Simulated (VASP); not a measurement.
# CsP3 (I4/mmm) in VASP: notebook

Runs on CsP3. Level: PBE. Tasks: single point.

Program: VASP 6.6.1. These are calculated values, not measurements. Logs are shortened: lines on timing, memory, paths and dates and some standing lists are left out, and cuts for length are marked.

### Step 1. The cell of the first run

The structure is tetragonal, space group I4/mmm (No. 139). The conventional cell has a = 4.437 Å, b = 4.437 Å, c = 9.911 Å, α = 90.00°, β = 90.00°, γ = 90.00°. Within 4.1 Å of Cs (site symmetry 4/mmm) lie 12 P at 3.14 to 3.33 Å. P (site symmetry 4/mmm) has 4 Cs at 3.14 Å and 8 P at 3.33 Å within 4.1 Å. Within 4.1 Å of P (site symmetry -4m2) lie 8 P at 3.14 to 3.33 Å and 4 Cs at 3.33 Å.

### Step 2. Single point, PBE

INCAR reads:

```
PREC = Accurate
ENCUT = 520
EDIFF = 1E-6
ISMEAR = 0
SIGMA = 0.1
LREAL = F
LASPH = T
NELM = 100
ALGO = Normal
ISIF = 2
LWAVE = F
LCHARG = F
GGA = PE
NBANDS = 20
```

KPOINTS reads:

```
regular mesh
0
Gamma
  6 6 6
```

POSCAR reads:

```
CsP3
1.0
   -2.2185250378      2.2185250378      4.9556663181
    2.2185250378     -2.2185250378      4.9556663181
    2.2185250378      2.2185250378     -4.9556663181
Cs P
1 3
Direct
    0.0000000000      0.0000000000      0.0000000000
    0.5000000000      0.5000000000      0.0000000000
    0.2500000000      0.7500000000      0.5000000000
    0.7500000000      0.2500000000      0.5000000000
```

Potentials or basis: VASP PAW PBE potentials, release 64 (Cs_sv, P).

The run is started by

```
$ cat potpaw_PBE.64/Cs_sv/POTCAR potpaw_PBE.64/P/POTCAR > POTCAR
$ mpirun -np 1 vasp_std > vasp.out
```

OUTCAR:

```text
PREC = Accurate
   ENCUT = 520
   EDIFF = 1E-6
   ISMEAR = 0
   LREAL = F
   LASPH = T
   NELM = 100
   ISIF = 2
   GGA = PE

 ion  position               nearest neighbor table
   1  0.000  0.000  0.000-
   2  0.500  0.500  0.000-
   3  0.250  0.750  0.500-
   4  0.750  0.250  0.500-

  LATTYP: Found a body centered tetragonal cell.
 ALAT       =     4.4370500756
 C/A-ratio  =     2.2337662337

  Lattice vectors:

 A1 = (  -2.2185250378,   2.2185250378,   4.9556663181)
 A2 = (   2.2185250378,  -2.2185250378,   4.9556663181)
 A3 = (   2.2185250378,   2.2185250378,  -4.9556663181)

Analysis of symmetry for initial positions (statically):
=====================================================================
 Subroutine PRICEL returns:
 Original cell was already a primitive cell.

 Routine SETGRP: Setting up the symmetry group for a
 body centered tetragonal supercell.

 Subroutine GETGRP returns: Found 16 space group operations
 (whereof 16 operations were pure point group operations)
 out of a pool of 16 trial point group operations.

The static configuration has the point symmetry D_4h.

Analysis of symmetry for dynamics (positions and initial velocities):
=====================================================================
 Subroutine PRICEL returns:
 Original cell was already a primitive cell.

 Routine SETGRP: Setting up the symmetry group for a
 body centered tetragonal supercell.

 Subroutine GETGRP returns: Found 16 space group operations
 (whereof 16 operations were pure point group operations)
 out of a pool of 16 trial point group operations.

The dynamic configuration has the point symmetry D_4h.

 Subroutine INISYM returns: Found 16 space group operations
 (whereof 16 operations are pure point group operations),
 and found     1 'primitive' translations

----------------------------------------------------------------------------------------

                                     Primitive cell

  volume of cell :      97.5643

  direct lattice vectors                    reciprocal lattice vectors
    -2.218525038  2.218525038  4.955666318     0.000000000  0.225374964  0.100894606
     2.218525038 -2.218525038  4.955666318     0.225374964  0.000000000  0.100894606
     2.218525038  2.218525038 -4.955666318     0.225374964  0.225374964  0.000000000

  length of vectors
     5.865350402  5.865350402  5.865350402     0.246928321  0.246928321  0.318728330

  position of ions in fractional coordinates (direct lattice)
     0.000000000  0.000000000  0.000000000
     0.500000000  0.500000000  0.000000000
     0.250000000  0.750000000  0.500000000
     0.750000000  0.250000000  0.500000000

  ion indices of the primitive-cell ions
   primitive index   ion index
                 1           1
                 2           2
                 3           3
                 4           4

----------------------------------------------------------------------------------------

 KPOINTS: regular mesh

Automatic generation of k-mesh.
 Grid dimensions read from file:
 generate k-points for:    6    6    6

 Generating k-lattice:

  Cartesian coordinates                     Fractional coordinates (reciprocal lattice)
     0.000000000  0.037562494  0.016815768     0.166666667  0.000000000  0.000000000
     0.037562494  0.000000000  0.016815768     0.000000000  0.166666667  0.000000000
     0.037562494  0.037562494  0.000000000     0.000000000  0.000000000  0.166666667

  Length of vectors
     0.041154720  0.041154720  0.053121388

  Shift w.r.t. Gamma in fractional coordinates (k-lattice)
     0.000000000  0.000000000  0.000000000

 Subroutine IBZKPT returns following result:
 ===========================================

 Found     30 irreducible k-points:

 Following reciprocal coordinates:
            Coordinates               Weight
  0.000000  0.000000  0.000000      1.000000
  0.166667  0.000000 -0.000000      8.000000
  0.333333  0.000000  0.000000      8.000000
  0.500000  0.000000 -0.000000      4.000000
  0.166667  0.166667 -0.000000      8.000000
  0.333333  0.166667 -0.000000     16.000000
[... 16 lines left out ...]
 -0.333333 -0.333333  0.166667      8.000000
 -0.166667 -0.333333  0.166667      8.000000
 [... further k-points ...]
   k-points           NKPTS =     30   k-points in BZ     NKDIM =     30   number of bands    NBANDS=     20
   number of dos      NEDOS =    301   number of ions     NIONS =      4
   total plane-waves  NPLWV = 110592
   dimension x,y,z NGX =    48 NGY =   48 NGZ =   48
   dimension x,y,z NGXF=    96 NGYF=   96 NGZF=   96
   ions per type =               1   3
   NGX,Y,Z   is equivalent  to a cutoff of  13.60, 13.60, 13.60 a.u.
   NGXF,Y,Z  is equivalent  to a cutoff of  27.21, 27.21, 27.21 a.u.
 SYSTEM =  unknown system
   PREC   = accura    normal or accurate (medium, high low for compatibility)
   ISTART =      0    job   : 0-new  1-cont  2-samecut
   ICHARG =      2    charge: 1-file 2-atom 10-const
   ISPIN  =      1    spin polarized calculation?
   LNONCOLLINEAR =      F non collinear calculations
   LSORBIT =      F    spin-orbit coupling
   LASPH  =      T    aspherical Exc in radial PAW
   ENCUT  =  520.0 eV  38.22 Ry    6.18 a.u.  10.91 10.91 10.91*2*pi/ulx,y,z
   NELM   =    100;   NELMIN=  2; NELMDL= -5     # of ELM steps
   EDIFF  = 0.1E-05   stopping-criterion for ELM
   LREAL  =      F    real-space projection
   EDIFFG = 0.1E-04   stopping-criterion for IOM
   NSW    =      0    number of steps for IOM
   IBRION =     -1    ionic relax: 0-MD 1-quasi-New 2-CG
   NFREE  =      0    steps in history (QN), initial steepest desc. (CG)
   ISIF   =      2    stress and relaxation
   ISYM   =      2    0-nonsym 1-usesym 2-fastsym
   POTIM  = 0.5000    time-step for ionic-motion
   TEBEG  =    0.0;   TEEND  =   0.0 temperature during run
   PSTRESS=    0.0 pullay stress
   NELECT =      24.0000    total number of electrons
   NUPDOWN=      -1.0000    fix difference up-down
   EMIN   =  10.00;   EMAX   =-10.00  energy-range for DOS
   EFERMI =   0.00;   METHOD = LEGACY
   ISMEAR =     0;   SIGMA  =   0.10  broadening in eV -4-tet -1-fermi 0-gaus
   EFERMI_NEDOS =   21; number of points for ismear=-14 and -15
   IALGO  =     38    algorithm
   IMIX   =      4    mixing-type and parameters
     AMIX     =   0.40;   BMIX     =  1.00
     AMIX_MAG =   1.60;   BMIX_MAG =  1.00
  volume/ion in A,a.u.               =      24.39       164.60
  Fermi-wavevector in a.u.,A,eV,Ry     =   1.025766  1.938417 14.315997  1.052196
  Thomas-Fermi vector in A             =   2.159624
   LORBIT       =      0    0 simple, 1 ext, 2 COOP (PROOUT), +10 PAW based schemes
   GGA     = PE    functional components
   LHFCALC =     F    Hartree Fock is set to
   AEXX    =    0.0000 exact exchange contribution
   IVDW    =     0    specifies the selected vdW correction
   LEPSILON=     F    determine dielectric tensor
   LRPA    =     F    only Hartree local field effects (RPA)
 non-spin polarized calculation
 Gauss-broadening in eV      SIGMA  =   0.10
  energy-cutoff  :      520.00
  volume of cell :       97.56
 maximum number of plane-waves:      2646
 NGX is ok and might be reduce to    48
   NGX = 21   NGY = 21   NGZ = 21

 number of electron      24.0000002 magnetization

 Free energy of the ion-electron system (eV)
  ---------------------------------------------------
  ext. energy  EPLUGINS =         0.00000000
  ---------------------------------------------------
  free energy    TOTEN  =       -12.26758116 eV

  energy without entropy =      -12.24871857  energy(sigma->0) =      -12.25814986

 E-fermi :   3.9905     XC(G=0):  -9.7692

 val. band max:        3.9757763535   @ k =  -0.3333   0.3333   0.3333
 cond. band min:       4.0180489931   @ k =   0.5000   0.5000   0.5000
 fundamental gap:      0.0422726396
 Fermi energy:         3.9905131902

 k-point     1 :       0.0000    0.0000    0.0000
  band No.  band energies     occupation
      1     -16.5310      2.00000
      2      -6.9740      2.00000
      3      -4.4700      2.00000
      4      -4.0031      2.00000
      5      -3.5946      2.00000
      6      -3.5946      2.00000
[... 12 lines left out ...]
     19      10.4061      0.00000
     20      10.8988      0.00000

 k-point     2 :       0.1667    0.0000   -0.0000
  band No.  band energies     occupation
      1     -16.5114      2.00000
      2      -6.9860      2.00000
      3      -4.8820      2.00000
      4      -4.0502      2.00000
      5      -3.6457      2.00000
      6      -3.5487      2.00000
[... 12 lines left out ...]
     19      10.0790      0.00000
     20      10.6044      0.00000

 k-point     3 :       0.3333    0.0000    0.0000
  band No.  band energies     occupation
      1     -16.4715      2.00000
      2      -6.9697      2.00000
      3      -5.3097      2.00000
      4      -4.7658      2.00000
      5      -3.4496      2.00000
      6      -3.1944      2.00000
[... 12 lines left out ...]
     19      11.4378      0.00000
     20      11.6253      0.00000

 k-point     4 :       0.5000    0.0000   -0.0000
  band No.  band energies     occupation
      1     -16.4512      2.00000
      2      -6.9370      2.00000
      3      -5.4139      2.00000
      4      -5.1698      2.00000
      5      -3.3958      2.00000
      6      -2.9896      2.00000
[... 12 lines left out ...]
     19      11.4297      0.00000
     20      12.0380      0.00000

 k-point     5 :       0.1667    0.1667   -0.0000
  band No.  band energies     occupation
      1     -16.4912      2.00000
      2      -6.9545      2.00000
      3      -5.1684      2.00000
      4      -4.4037      2.00000
      5      -3.5082      2.00000
      6      -3.4607      2.00000
[... 12 lines left out ...]
     19       9.7722      0.00000
     20      11.7189      0.00000

 k-point     6 :       0.3333    0.1667   -0.0000
  band No.  band energies     occupation
      1     -16.4544      2.00000
      2      -6.8073      2.00000
      3      -5.5355      2.00000
      4      -4.8729      2.00000
      5      -3.5233      2.00000
      6      -3.1743      2.00000
[... 12 lines left out ...]
     19      10.8262      0.00000
     20      11.5400      0.00000

 k-point     7 :       0.5000    0.1667    0.0000
  band No.  band energies     occupation
      1     -16.4378      2.00000
      2      -6.7624      2.00000
      3      -5.5296      2.00000
      4      -4.9979      2.00000
      5      -3.5258      2.00000
      6      -3.2822      2.00000
[... 12 lines left out ...]
     19      11.3940      0.00000
     20      11.8425      0.00000
[... 277 lines left out ...]
 k-point    20 :       0.5000    0.5000    0.1667
  band No.  band energies     occupation
      1     -16.4226      2.00000
      2      -5.9929      2.00000
      3      -5.9871      2.00000
      4      -5.6237      2.00000
      5      -3.2962      2.00000
      6      -3.1282      2.00000
[... 12 lines left out ...]
     19      11.2515      0.00000
     20      11.3939      0.00000

 k-point    21 :      -0.3333    0.5000    0.1667
  band No.  band energies     occupation
      1     -16.4502      2.00000
      2      -6.5738      2.00000
      3      -6.1340      2.00000
      4      -4.9427      2.00000
      5      -3.2313      2.00000
      6      -2.8930      2.00000
[... 12 lines left out ...]
     19      10.8588      0.00000
     20      11.3519      0.00000

 k-point    22 :      -0.1667    0.5000    0.1667
  band No.  band energies     occupation
      1     -16.4659      2.00000
      2      -6.8454      2.00000
      3      -5.9904      2.00000
      4      -4.5208      2.00000
      5      -3.4808      2.00000
      6      -2.8734      2.00000
[... 12 lines left out ...]
     19      10.3027      0.00000
     20      11.9008      0.00000

 k-point    23 :      -0.3333   -0.3333    0.1667
  band No.  band energies     occupation
      1     -16.4829      2.00000
      2      -6.9238      2.00000
      3      -5.7017      2.00000
      4      -4.6761      2.00000
      5      -3.1695      2.00000
      6      -2.8995      2.00000
[... 12 lines left out ...]
     19       9.9775      0.00000
     20      10.7096      0.00000

 k-point    24 :      -0.1667   -0.3333    0.1667
  band No.  band energies     occupation
      1     -16.5031      2.00000
      2      -7.0216      2.00000
      3      -5.4381      2.00000
      4      -4.0842      2.00000
      5      -3.5939      2.00000
      6      -3.0486      2.00000
[... 12 lines left out ...]
     19      10.1625      0.00000
     20      10.1931      0.00000

 [... further k-points ...]

------------------------ aborting loop because EDIFF is reached ----------------------------------------

  FORCE on cell =-STRESS in cart. coord.  units (eV):
  Direction    XX          YY          ZZ          XY          YZ          ZX
  --------------------------------------------------------------------------------------
  -------------------------------------------------------------------------------------
  Total       -0.1875928     -0.1875928     -1.7606217      0.0000000     -0.0000000      0.0000000
  in kB       -3.0806046     -3.0806046    -28.9125185      0.0000000     -0.0000000      0.0000000
  external PRESSURE =     -11.6912425 kB  Pullay stress =       0.0000000 kB

 VOLUME and BASIS-vectors are now :
 -----------------------------------------------------------------------------
  energy-cutoff  :      520.00
  volume of cell :       97.56
      direct lattice vectors                 reciprocal lattice vectors
    -2.218525038  2.218525038  4.955666318     0.000000000  0.225374964  0.100894606
     2.218525038 -2.218525038  4.955666318     0.225374964  0.000000000  0.100894606
     2.218525038  2.218525038 -4.955666318     0.225374964  0.225374964  0.000000000

 POSITION                                       TOTAL-FORCE (eV/Angst)
 -----------------------------------------------------------------------------------
      0.00000      0.00000      0.00000        -0.000000      0.000000     -0.000000
      0.00000      0.00000      4.95567        -0.000000      0.000000     -0.000000
      2.21853      0.00000      2.47783         0.000000      0.000000     -0.000000
      0.00000      2.21853      2.47783         0.000000     -0.000000      0.000000
 -----------------------------------------------------------------------------------
    total drift:                                0.000000     -0.000000      0.000000

  FREE ENERGIE OF THE ION-ELECTRON SYSTEM (eV)
  ---------------------------------------------------
  free  energy   TOTEN  =       -12.2675811576 eV

  energy  without entropy=      -12.2487185654  energy(sigma->0) =      -12.25814986
```

Run time: 1.8 min. Hardware: 1 thread of Oxide Virtual Turin-like, shared host; peak memory 0.29 GiB.

What came out:

| Property | Result |
| --- | --- |
| Free energy | -12.2676 eV |
| Pressure | -1.2 GPa |
| Band gap on the k mesh | zero (bands 12 and 13 overlap by 0.75 eV) |

Levels at points of the mesh, in eV from the Fermi level:
| k point | band 9 | band 10 | band 11 | band 12 | band 13 | band 14 | band 15 | band 16 |
| --- | --- | --- | --- | --- | --- | --- | --- | --- |
| (0.00, 0.00, 0.00) | -2.43 | -2.43 | -0.92 | -0.19 | -0.19 | 2.19 | 2.72 | 2.72 |
| (0.50, 0.00, 0.00) | -2.00 | -1.27 | -0.50 | -0.31 | -0.23 | 0.05 | 0.17 | 2.01 |
| (0.50, 0.50, 0.00) | -3.12 | -1.42 | -0.74 | 0.52 | 0.74 | 1.89 | 2.97 | 3.08 |
| (0.50, 0.50, 0.50) | -1.94 | -1.00 | 0.03 | 0.34 | 0.53 | 0.53 | 2.04 | 2.04 |

Caveat: spin-orbit coupling is left out, which moves the levels of the heavy elements.

### Step 3. Single point, PBE

This run uses another cell than the first one, of 22.92 Å³/atom.

INCAR reads:

```
PREC = Accurate ; ENCUT = 520
EDIFF = 1E-6 ; ISMEAR = 0
SIGMA = 0.1 ; LREAL = False
LASPH = True ; NELM = 60
ALGO = Normal ; ISIF = 2
LWAVE = False ; LCHARG = False
GGA = PE ; NBANDS = 20
```

KPOINTS reads:

```
Automatic mesh
0
Gamma
  14 14 14
```

POSCAR reads:

```
CsP3
1.0
   -2.3803288650      2.3803288650      4.0450991104
    2.3803288650     -2.3803288650      4.0450991104
    2.3803288650      2.3803288650     -4.0450991104
Cs P
1 3
Direct
    0.0000000000      0.0000000000      0.0000000000
    0.5000000000      0.5000000000      0.0000000000
    0.2500000000      0.7500000000      0.5000000000
    0.7500000000      0.2500000000      0.5000000000
```

Potentials or basis: VASP PAW PBE potentials, release 64 (Cs_sv, P).

The run is started by

```
$ cat potpaw_PBE.64/Cs_sv/POTCAR potpaw_PBE.64/P/POTCAR > POTCAR
$ mpirun -np 1 vasp_std > vasp.out
```

It took 8.9 min on 1 thread of Oxide Virtual Turin-like, shared host; peak memory 0.48 GiB.

Results (log left out):

- Free energy: -12.6169 eV
- Pressure: 0.3 GPa
- Band gap on the k mesh: zero (bands 12 and 13 overlap by 2.69 eV)

Levels at points of the mesh, in eV from the Fermi level:
| k point | band 8 | band 9 | band 10 | band 11 | band 12 | band 13 | band 14 | band 15 | band 16 | band 17 |
| --- | --- | --- | --- | --- | --- | --- | --- | --- | --- | --- |
| (0.00, 0.00, 0.00) | -2.84 | -2.84 | -2.60 | -2.14 | -1.44 | -1.44 | 2.41 | 2.56 | 2.56 | 3.06 |
| (0.50, 0.00, 0.00) | -3.49 | -2.95 | -1.83 | -0.57 | -0.01 | 0.25 | 0.44 | 1.33 | 1.65 | 6.76 |
| (0.50, 0.50, 0.00) | -3.15 | -2.18 | -1.74 | -0.96 | 0.10 | 1.25 | 1.71 | 2.08 | 2.59 | 5.87 |
| (0.50, 0.50, 0.50) | -2.22 | -2.22 | -0.79 | 0.29 | 0.34 | 0.72 | 0.72 | 1.18 | 1.18 | 4.49 |

Caveat: spin-orbit coupling is left out, which moves the levels of the heavy elements.

### Step 4. Single point, PBE

This run uses another cell than the first one, of 22.92 Å³/atom.

INCAR reads:

```
SYSTEM = CsP3
PREC     = Accurate       ! precision mode
ENCUT    = 520            ! plane-wave cutoff, eV
EDIFF    = 1E-6           ! SCF threshold, eV
ISMEAR   = 0              ! smearing method
SIGMA    = 0.1            ! smearing width, eV
LREAL    = .FALSE.        ! projectors in reciprocal space
LASPH    = .TRUE.         ! aspherical terms in the spheres
NELM     = 60             ! most SCF steps
ALGO     = Normal         ! electronic algorithm
ISIF     = 2              ! what is computed and relaxed
LWAVE    = .FALSE.        ! write WAVECAR
LCHARG   = .FALSE.        ! write CHGCAR
GGA      = PE             ! functional
NBANDS   = 20             ! bands
```

KPOINTS reads:

```
regular mesh
0
G
  14 14 14
  0 0 0
```

POSCAR is that of step 3.

The run is started by

```
$ cat potpaw_PBE.64/Cs_sv/POTCAR potpaw_PBE.64/P/POTCAR > POTCAR
$ mpirun -np 1 vasp_std > vasp.out
```

Run time: 9.6 min. Hardware: 1 thread of Oxide Virtual Turin-like, shared host; peak memory 0.48 GiB.

Results (log left out):

```
Free energy            : -12.6169 eV
Pressure               : 0.3 GPa
Band gap on the k mesh : zero (bands 12 and 13 overlap by 2.69 eV)
```

Levels at points of the mesh, in eV from the Fermi level:
```csv
k point,band 9,band 10,band 11,band 12,band 13,band 14,band 15,band 16
"(0.00, 0.00, 0.00)",-2.84,-2.60,-2.14,-1.44,-1.44,2.41,2.56,2.56
"(0.50, 0.00, 0.00)",-2.95,-1.83,-0.57,-0.01,0.25,0.44,1.33,1.65
"(0.50, 0.50, 0.00)",-2.18,-1.74,-0.96,0.10,1.25,1.71,2.08,2.59
"(0.50, 0.50, 0.50)",-2.22,-0.79,0.29,0.34,0.72,0.72,1.18,1.18
```

Caveat: spin-orbit coupling is left out, which moves the levels of the heavy elements.

The gap in the log of VASP goes by the Fermi energy; the results here count the filled bands.